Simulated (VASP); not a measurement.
Write the native input for VASP 6.6.1 that does the following.

| Property | Result |
| --- | --- |
| Task | single point |
| Functional | PBE |
| Potentials or basis | VASP PAW PBE potentials, release 64 (Pt) |
| Cutoff | 520 eV |
| k mesh | 12 × 12 × 1 |
| Occupations | gaussian, width 0.1 eV |
| Spin | no spin polarisation |
| Dipole correction | yes |
| Further INCAR settings | ALGO = Normal; EDIFF = 1e-07; NBANDS = 33 |

The structure of Pt lies in POSCAR:

```
Pt
1.0
    2.8072933478      0.0000000000      0.0000000000
   -1.4036466739      2.4311873550      0.0000000000
    0.0000000000      0.0000000000     24.1685816804
Pt
5
Direct
    0.6666666667      0.3333333333      0.3103202372
    0.3333333333      0.6666666667      0.4051601186
    0.0000000000      0.0000000000      0.5000000000
    0.6666666667      0.3333333333      0.5948398814
    0.3333333333      0.6666666667      0.6896797628
```

The input as run:

INCAR

```
SYSTEM = Pt
  PREC = Accurate
  ENCUT = 520
  EDIFF = 1E-7
  ISMEAR = 0
  SIGMA = 0.1
  LREAL = .FALSE.
  LASPH = .TRUE.
  NELM = 100
  ALGO = Normal
  ISIF = 2
  LWAVE = .FALSE.
  LCHARG = .TRUE.
  LDIPOL = .TRUE.
  IDIPOL = 3
  DIPOL = 0.5 0.5 0.500
  GGA = PE
  LELF = .TRUE.
  LVHAR = .TRUE.
  LVACPOTAV = .TRUE.
  NBANDS = 33
```

KPOINTS

```
regular mesh
0
G
  12 12 1
  0 0 0
```

Potentials or basis: VASP PAW PBE potentials, release 64 (Pt).

Launch:

```console
$ cat potpaw_PBE.64/Pt/POTCAR > POTCAR
$ mpirun -np 1 vasp_std > vasp.out
```

Results of the run:

The largest force is 0.254 eV/Å. The band gap on the k mesh is zero (band 25 reaches 2.54 eV, above the bottom of band 26 at 1.11 eV).

Caveat: spin-orbit coupling is left out, which moves the levels of the heavy elements.

Wall time 2.1 min on 1 thread of Intel(R) Xeon(R) 6975P-C (Granite Rapids), with other jobs on the host, peak memory 0.33 GiB.
